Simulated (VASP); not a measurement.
A run of VASP 6.6.1 is set up as follows.

POSCAR

```
MgO
1.0
    2.6598216231      0.0000000000      0.0000000000
    0.0000000000      2.6598216231      0.0000000000
    0.0000000000      0.0000000000      2.6598216231
Mg O
1 1
Direct
    0.0000000000      0.0000000000      0.0000000000
    0.5000000000      0.5000000000      0.5000000000
```

File INCAR.step1:

```
  ALGO = Normal
  EDIFF = 1E-4
  ENCUT = 600
  GGA = PE
  ISMEAR = -1
  LASPH = True
  LCHARG = False
  LREAL = False
  LWAVE = True
  NELM = 60
  PREC = Accurate
  SIGMA = 0.02
```

Contents of INCAR.step2:

```
  ALGO = Normal
  EDIFF = 1E-6
  EDIFFG = -0.005
  ENCUT = 600
  IBRION = 2
  ISIF = 3
  ISMEAR = -1
  ISTART = 1
  LASPH = True
  LCHARG = False
  LMIXTAU = True
  LREAL = False
  LWAVE = False
  METAGGA = R2SCAN
  NELM = 60
  NSW = 80
  PREC = Accurate
  SIGMA = 0.02
```

File KPOINTS:

```
k-points
0
Gamma
  8 8 8
```

Potentials or basis: VASP PAW PBE potentials, release 64 (Mg, O).

Run with:

```sh
$ cat potpaw_PBE.64/Mg/POTCAR potpaw_PBE.64/O/POTCAR > POTCAR
$ cp INCAR.step1 INCAR
$ mpirun -np 1 vasp_std > vasp.out
$ cp INCAR.step2 INCAR
$ mpirun -np 1 vasp_std > vasp.out
```

**Question.** What does it give for the space group after relaxing (to 0.1 Å)?

**Answer.** Pm-3m (No. 221).

**Question.** Estimate the band gap on the k mesh.

**Answer.** 3.53 eV (least direct gap 4.60 eV).

**Question.** Predict the relaxed cell.

**Answer.** a = 2.616 Å, b = 2.616 Å, c = 2.616 Å, α = 90.00°, β = 90.00°, γ = 90.00°.

**Question.** What does it give for the relaxed volume?

**Answer.** 8.95 Å³/atom.

Step by step:
```
step  energy change (eV)  largest force (eV/Å)  pressure (GPa)  volume (Å³)
   1              0.0000                0.0000           -7.27        18.82
   2             -0.0207                0.0000            2.00        17.68
   3             -0.0220                0.0000            0.10        17.89
   4             -0.0220                0.0000           -0.15        17.91
   5             -0.0220                0.0000           -0.15        17.91
   6             -0.0220                0.0000           -0.12        17.91
   7             -0.0220                0.0000           -0.12        17.91
   8             -0.0220                0.0000           -0.12        17.91
   9             -0.0220                0.0000           -0.12        17.91
  10             -0.0220                0.0000           -0.11        17.91
  11             -0.0220                0.0000           -0.11        17.91
  12             -0.0220                0.0000           -0.10        17.91
  13             -0.0220                0.0000           -0.09        17.90
```

Caveat: the PAW data sets were made with another functional, which shifts forces and pressure a little. A k mesh can miss the band edges.
